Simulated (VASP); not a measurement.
# MgO (Pm-3m) in VASP: G0W0 quasiparticle levels with HSE06

Aim: the G0W0 quasiparticle levels of MgO with HSE06.

All numbers are computed with VASP 6.6.1; they aren't measurements. Logs are shortened: lines on timing, memory, paths and dates and some standing lists are left out, and cuts for length are marked.

**1. The cell of the first run**

Symmetry: Pm-3m, No. 221, cubic system. The conventional cell has a = 2.623 Å, b = 2.623 Å, c = 2.623 Å, α = 90.00°, β = 90.00°, γ = 90.00°. Mg (site symmetry m-3m) has 8 O at 2.27 Å and 6 Mg at 2.62 Å within 3.0 Å. Within 3.0 Å of O (site symmetry m-3m) lie 8 Mg at 2.27 Å and 6 O at 2.62 Å.

**2. G0W0 quasiparticle levels, HSE06**

POSCAR reads:

```
MgO
1.0
    2.6233491285      0.0000000000      0.0000000000
    0.0000000000      2.6233491285      0.0000000000
    0.0000000000      0.0000000000      2.6233491285
Mg O
1 1
Direct
    0.0000000000      0.0000000000      0.0000000000
    0.5000000000      0.5000000000      0.5000000000
```

INCAR.step1 reads:

```
PREC = Accurate
ENCUT = 500
EDIFF = 1E-5
ISMEAR = 0
SIGMA = 0.02
LREAL = F
LASPH = T
NELM = 60
ALGO = Normal
ISIF = 2
LWAVE = T
LCHARG = F
GGA = PE
```

INCAR.step2 reads:

```
PREC = Accurate
ENCUT = 500
EDIFF = 1E-8
ISMEAR = 0
SIGMA = 0.01
LREAL = F
LASPH = T
NELM = 60
ALGO = Normal
LWAVE = T
LCHARG = F
GGA = PE
LHFCALC = T
HFSCREEN = 0.2
PRECFOCK = Fast
ISTART = 1
```

INCAR.step3 reads:

```
PREC = Accurate
ENCUT = 500
EDIFF = 1E-8
ISMEAR = 0
SIGMA = 0.01
LREAL = F
LASPH = T
NELM = 1
ALGO = Exact
LWAVE = T
LCHARG = F
GGA = PE
LHFCALC = T
HFSCREEN = 0.2
PRECFOCK = Fast
ISTART = 1
NBANDS = 124
LOPTICS = T
```

INCAR.step4 reads:

```
PREC = Accurate
ENCUT = 500
EDIFF = 1E-8
ISMEAR = 0
SIGMA = 0.01
LREAL = F
LASPH = T
ALGO = EVGW0
LWAVE = F
LCHARG = F
GGA = PE
LHFCALC = T
HFSCREEN = 0.2
PRECFOCK = Fast
ISTART = 1
NELMGW = 1
NBANDS = 124
ENCUTGW = 150.0
NOMEGA = 96
NBANDSGW = 12
OMEGAMAX = 30
```

KPOINTS reads:

```
regular mesh
0
Gamma
  4 4 4
```

Potentials or basis: VASP PAW PBE potentials, release 64 (Mg_GW, O_GW).

Started as:

```
$ cat potpaw_PBE.64/Mg_GW/POTCAR potpaw_PBE.64/O_GW/POTCAR > POTCAR
$ cp INCAR.step1 INCAR
$ mpirun -np 1 vasp_std > vasp.out
$ cp INCAR.step2 INCAR
$ mpirun -np 1 vasp_std > vasp.out
$ cp INCAR.step3 INCAR
$ mpirun -np 1 vasp_std > vasp.out
$ cp INCAR.step4 INCAR
$ mpirun -np 1 vasp_std > vasp.out
```

OUTCAR:

```text
PREC = Accurate
   ENCUT = 500
   EDIFF = 1E-8
   ISMEAR = 0
   LREAL = F
   LASPH = T
   GGA = PE
   LHFCALC = T
   HFSCREEN = 0.2
   PRECFOCK = Fast
   ISTART = 1
   NELMGW = 1
   ENCUTGW = 150.0

 ion  position               nearest neighbor table
   1  0.000  0.000  0.000-
   2  0.500  0.500  0.500-

  LATTYP: Found a simple cubic cell.
 ALAT       =     2.6233491285

  Lattice vectors:

 A1 = (   2.6233491285,   0.0000000000,   0.0000000000)
 A2 = (   0.0000000000,   2.6233491285,   0.0000000000)
 A3 = (   0.0000000000,   0.0000000000,   2.6233491285)

Analysis of symmetry for initial positions (statically):
=====================================================================
 Subroutine PRICEL returns:
 Original cell was already a primitive cell.

 Routine SETGRP: Setting up the symmetry group for a
 simple cubic supercell.

 Subroutine GETGRP returns: Found 48 space group operations
 (whereof 48 operations were pure point group operations)
 out of a pool of 48 trial point group operations.

The static configuration has the point symmetry O_h .

Analysis of symmetry for dynamics (positions and initial velocities):
=====================================================================
 Subroutine PRICEL returns:
 Original cell was already a primitive cell.

 Routine SETGRP: Setting up the symmetry group for a
 simple cubic supercell.

 Subroutine GETGRP returns: Found 48 space group operations
 (whereof 48 operations were pure point group operations)
 out of a pool of 48 trial point group operations.

The dynamic configuration has the point symmetry O_h .

 Subroutine INISYM returns: Found 48 space group operations
 (whereof 48 operations are pure point group operations),
 and found     1 'primitive' translations

----------------------------------------------------------------------------------------

                                     Primitive cell

  volume of cell :      18.0538

  direct lattice vectors                    reciprocal lattice vectors
     2.623349129  0.000000000  0.000000000     0.381192114  0.000000000  0.000000000
     0.000000000  2.623349129  0.000000000     0.000000000  0.381192114  0.000000000
     0.000000000  0.000000000  2.623349129     0.000000000  0.000000000  0.381192114

  length of vectors
     2.623349129  2.623349129  2.623349129     0.381192114  0.381192114  0.381192114

  position of ions in fractional coordinates (direct lattice)
     0.000000000  0.000000000  0.000000000
     0.500000000  0.500000000  0.500000000

  ion indices of the primitive-cell ions
   primitive index   ion index
                 1           1
                 2           2

----------------------------------------------------------------------------------------

 KPOINTS: regular mesh

Automatic generation of k-mesh.
 Grid dimensions read from file:
 generate k-points for:    4    4    4

 Generating k-lattice:

  Cartesian coordinates                     Fractional coordinates (reciprocal lattice)
     0.095298028  0.000000000  0.000000000     0.250000000  0.000000000  0.000000000
     0.000000000  0.095298028  0.000000000     0.000000000  0.250000000  0.000000000
     0.000000000  0.000000000  0.095298028     0.000000000  0.000000000  0.250000000

  Length of vectors
     0.095298028  0.095298028  0.095298028

  Shift w.r.t. Gamma in fractional coordinates (k-lattice)
     0.000000000  0.000000000  0.000000000

 Subroutine IBZKPT returns following result:
 ===========================================

 Found     10 irreducible k-points:

 Following reciprocal coordinates:
            Coordinates               Weight
  0.000000  0.000000  0.000000      1.000000
  0.250000  0.000000  0.000000      6.000000
  0.500000  0.000000  0.000000      3.000000
  0.250000  0.250000  0.000000     12.000000
  0.500000  0.250000  0.000000     12.000000
  0.500000  0.500000  0.000000      3.000000
  0.250000  0.250000  0.250000      8.000000
  0.500000  0.250000  0.250000     12.000000
  0.500000  0.500000  0.250000      6.000000
  0.500000  0.500000  0.500000      1.000000
   k-points           NKPTS =     10   k-points in BZ     NKDIM =     64   number of bands    NBANDS=    124
   number of dos      NEDOS =    301   number of ions     NIONS =      2
   total plane-waves  NPLWV =   8000
   dimension x,y,z NGX =    20 NGY =   20 NGZ =   20
   dimension x,y,z NGXF=    40 NGYF=   40 NGZF=   40
   ions per type =               1   1
   NGX,Y,Z   is equivalent  to a cutoff of  12.67, 12.67, 12.67 a.u.
   NGXF,Y,Z  is equivalent  to a cutoff of  25.35, 25.35, 25.35 a.u.
 SYSTEM =  unknown system
   PREC   = accura    normal or accurate (medium, high low for compatibility)
   ISTART =      1    job   : 0-new  1-cont  2-samecut
   ICHARG =      0    charge: 1-file 2-atom 10-const
   ISPIN  =      1    spin polarized calculation?
   LNONCOLLINEAR =      F non collinear calculations
   LSORBIT =      F    spin-orbit coupling
   LASPH  =      T    aspherical Exc in radial PAW
   ENCUT  =  500.0 eV  36.75 Ry    6.06 a.u.   4.78  4.78  4.78*2*pi/ulx,y,z
   NELM   =     60;   NELMIN=  2; NELMDL=  0     # of ELM steps
   EDIFF  = 0.1E-07   stopping-criterion for ELM
   LREAL  =      F    real-space projection
   EDIFFG = 0.1E-06   stopping-criterion for IOM
   NSW    =      0    number of steps for IOM
   IBRION =     -1    ionic relax: 0-MD 1-quasi-New 2-CG
   NFREE  =      0    steps in history (QN), initial steepest desc. (CG)
   ISIF   =      0    stress and relaxation
   ISYM   =      3    0-nonsym 1-usesym 2-fastsym
   POTIM  = 0.5000    time-step for ionic-motion
   TEBEG  =    0.0;   TEEND  =   0.0 temperature during run
   PSTRESS=    0.0 pullay stress
   NELECT =       8.0000    total number of electrons
   NUPDOWN=      -1.0000    fix difference up-down
   EMIN   =  10.00;   EMAX   =-10.00  energy-range for DOS
   EFERMI =   0.00;   METHOD = LEGACY
   ISMEAR =     0;   SIGMA  =   0.01  broadening in eV -4-tet -1-fermi 0-gaus
   EFERMI_NEDOS =   21; number of points for ismear=-14 and -15
   IALGO  =     38    algorithm
   IMIX   =      1    mixing-type and parameters
     AMIX     =   0.40;   BMIX     =  1.00
     AMIX_MAG =   1.60;   BMIX_MAG =  1.00
  volume/ion in A,a.u.               =       9.03        60.92
  Fermi-wavevector in a.u.,A,eV,Ry     =   1.248098  2.358563 21.194461  1.557749
  Thomas-Fermi vector in A             =   2.382200
   LORBIT       =      0    0 simple, 1 ext, 2 COOP (PROOUT), +10 PAW based schemes
   GGA     = PE    functional components
   LHFCALC =     T    Hartree Fock is set to
   PRECFOCK=fast      Normal, Fast or Accurate (Low or Medium for compatibility)
   ENCUT4O =  -1.0   cutoff for four orbital integrals eV
   NKREDX  =     1    reduce k-point grid by
   NKREDY  =     1    reduce k-point grid by
   NKREDZ  =     1    reduce k-point grid by
   AEXX    =    1.0000 exact exchange contribution
   HFSCREEN=    0.0000 screening length (either q_TF or 0.3 A-1)
   HFSCREENC=   0.2000 screening length for correlation (either q_TF or 0.3 A-1)
   ENCUTFOCK=  -1.0 apply spherical cutoff to Coloumb kernel
   IVDW    =     0    specifies the selected vdW correction
   LEPSILON=     F    determine dielectric tensor
   LRPA    =     F    only Hartree local field effects (RPA)
   LRPAFORCE           =     F    calculate RPA forces
   ENCUTGW             = 150.0    cutoff for response function in eV
   ENCUTGWSOFT         = 120.0    soft cutoff for Coulomb kernel in GW response function in eV
   ENCUTLF             =  -1.0    cutoff for local field effects
   NELMGW              =     1    number of iterations in solving QP/BSE equation
   NELMHF              =     1    number of iterations in the inner HF iteration
   NKREDLFX            =     1    NKREDLFY  =   1   NKREDLFZ  =   1
 non-spin polarized calculation
 Gauss-broadening in eV      SIGMA  =   0.01
  energy-cutoff  :      500.00
  volume of cell :       18.05
 maximum number of plane-waves:       480
 NGX is ok and might be reduce to    20
  NGX = 12; NGY = 12; NGZ = 12
 maximum number of plane-waves:        88

 QP shifts <psi_nk| G(iteration)W_0 |psi_nk>: iteration 1
 for sc-GW calculations column KS-energies equals QP-energies in previous step
 and V_xc(KS)=  KS-energies - (<T + V_ion + V_H > + <T+V_H+V_ion>^1  + <V_x>^1)

 k-point   1 :       0.0000    0.0000    0.0000
  band No.  KS-energies  QP-energies   sigma(KS)   V_xc(KS)     V^pw_x(r,r')   Z            occupation Imag(sigma)

      1     -16.2482     -16.5198     -21.2720     -20.8854     -29.7955       0.7022       2.0000       1.0446
      2       2.9030       2.5040     -20.9656     -20.4629     -24.7495       0.7937       2.0000       0.0701
      3       2.9030       2.5040     -20.9656     -20.4629     -24.7495       0.7937       2.0000       0.0701
      4       2.9030       2.5040     -20.9656     -20.4629     -24.7495       0.7937       2.0000       0.0701
      5       8.1972       9.1130     -10.5411     -11.6255      -7.1558       0.8445       0.0000      -0.0557
      6      16.2175      16.9044      -7.4872      -8.2991      -3.1759       0.8461       0.0000      -0.0755
      7      16.2175      16.9044      -7.4872      -8.2991      -3.1759       0.8461       0.0000      -0.0755
      8      26.6781      27.4450      -9.3233     -10.2725      -3.5483       0.8080       0.0000      -0.5356
      9      26.6781      27.4450      -9.3233     -10.2725      -3.5483       0.8080       0.0000      -0.5356
     10      26.6781      27.4450      -9.3233     -10.2725      -3.5483       0.8080       0.0000      -0.5356
     11      33.8043      34.6237      -7.6367      -8.6260      -2.4966       0.8283       0.0000      -0.4789
     12      33.8043      34.6237      -7.6367      -8.6260      -2.4966       0.8283       0.0000      -0.4789

 k-point   2 :       0.2500    0.0000    0.0000
  band No.  KS-energies  QP-energies   sigma(KS)   V_xc(KS)     V^pw_x(r,r')   Z            occupation Imag(sigma)

      1     -15.6579     -15.9687     -21.7403     -21.3062     -30.1576       0.7161       2.0000       1.0307
      2      -0.5494      -1.1107     -18.0828     -17.3657     -21.9491       0.7828       2.0000       0.1016
      3       3.1421       2.7639     -21.1579     -20.6826     -24.9295       0.7959       2.0000       0.0700
      4       3.1421       2.7639     -21.1579     -20.6826     -24.9295       0.7959       2.0000       0.0700
      5      10.5719      11.5384     -11.1216     -12.2760      -7.5657       0.8372       0.0000      -0.0635
      6      16.9057      17.8636     -10.4252     -11.5967      -6.0009       0.8177       0.0000      -0.0926
      7      17.5651      18.2210      -7.3870      -8.1694      -2.8884       0.8383       0.0000      -0.0866
      8      25.4631      26.2561      -8.4576      -9.4249      -3.1995       0.8199       0.0000      -0.3468
      9      25.4631      26.2561      -8.4576      -9.4249      -3.1995       0.8199       0.0000      -0.3468
     10      28.4177      29.0663      -7.9408      -8.7182      -2.4552       0.8343       0.0000      -0.5609
     11      29.0751      29.4808      -8.0925      -8.5777      -2.6102       0.8360       0.0000      -0.5581
     12      30.9928      31.6516      -8.3304      -9.1333      -2.7374       0.8206       0.0000      -0.5750
[... 100 lines left out ...]
      1     -13.5870     -13.8539     -23.2963     -22.9484     -31.5945       0.7670       2.0000       1.0530
      2      -0.5815      -1.1498     -18.7263     -17.9963     -22.8247       0.7784       2.0000       0.1059
      3      -0.5815      -1.1498     -18.7263     -17.9963     -22.8247       0.7784       2.0000       0.1059
      4       1.8567       1.4052     -20.3831     -19.8147     -24.2598       0.7942       2.0000       0.0788
      5      11.7000      12.4592      -7.2765      -8.1672      -3.3454       0.8523       0.0000      -0.0648
      6      15.5179      16.3677      -8.7029      -9.7267      -4.3864       0.8301       0.0000      -0.0837
      7      15.5179      16.3677      -8.7029      -9.7267      -4.3864       0.8301       0.0000      -0.0837
      8      22.4966      23.3811     -10.9996     -12.0967      -5.9079       0.8063       0.0000      -0.2062
      9      25.4170      26.2444     -10.9944     -12.0314      -5.3918       0.7979       0.0000      -0.3507
     10      25.4170      26.2444     -10.9944     -12.0314      -5.3918       0.7979       0.0000      -0.3507
     11      25.7070      26.3884      -6.7040      -7.5352      -1.3625       0.8198       0.0000      -0.4426
     12      39.2820      39.9481      -6.1580      -6.9846      -0.6937       0.8058       0.0000      -0.8059

 k-point  10 :       0.5000    0.5000    0.5000
  band No.  KS-energies  QP-energies   sigma(KS)   V_xc(KS)     V^pw_x(r,r')   Z            occupation Imag(sigma)

      1     -13.1051     -13.3328     -23.6223     -23.3274     -31.9240       0.7720       2.0000       1.0476
      2       0.0475      -0.4849     -19.3675     -18.6860     -23.4601       0.7812       2.0000       0.1018
      3       0.0475      -0.4849     -19.3675     -18.6860     -23.4601       0.7812       2.0000       0.1018
      4       0.0475      -0.4849     -19.3675     -18.6860     -23.4601       0.7812       2.0000       0.1018
      5      13.2017      13.9495      -7.3731      -8.2536      -3.2919       0.8494       0.0000      -0.0698
      6      13.2017      13.9495      -7.3731      -8.2536      -3.2919       0.8494       0.0000      -0.0698
      7      13.2017      13.9495      -7.3731      -8.2536      -3.2919       0.8494       0.0000      -0.0698
      8      22.4876      23.1907      -6.6043      -7.4755      -1.4948       0.8071       0.0000      -0.2511
      9      25.4407      26.3070     -12.0388     -13.1422      -6.2115       0.7851       0.0000      -0.3820
     10      25.4407      26.3070     -12.0388     -13.1422      -6.2115       0.7851       0.0000      -0.3820
     11      25.4407      26.3070     -12.0388     -13.1422      -6.2115       0.7851       0.0000      -0.3820
     12      43.4858      44.7349     -10.6761     -12.1583      -4.5661       0.8427       0.0000      -1.7765
```

It took 1.8 min on 1 thread of Intel Xeon 6975P-C (Granite Rapids), shared host; peak memory 0.32 GiB.

Results:

* Quasiparticle gap: 5.40 eV
* Least direct quasiparticle gap: 6.61 eV
* Band gap of the starting levels on the mesh: 4.18 eV
* Least direct gap of the starting levels on the mesh: 5.29 eV

Caveat: the k points lie up to 0.60 Å⁻¹ apart; bands, screening cutoff and mesh are small and nothing is extrapolated, so the quasiparticle values aren't converged.
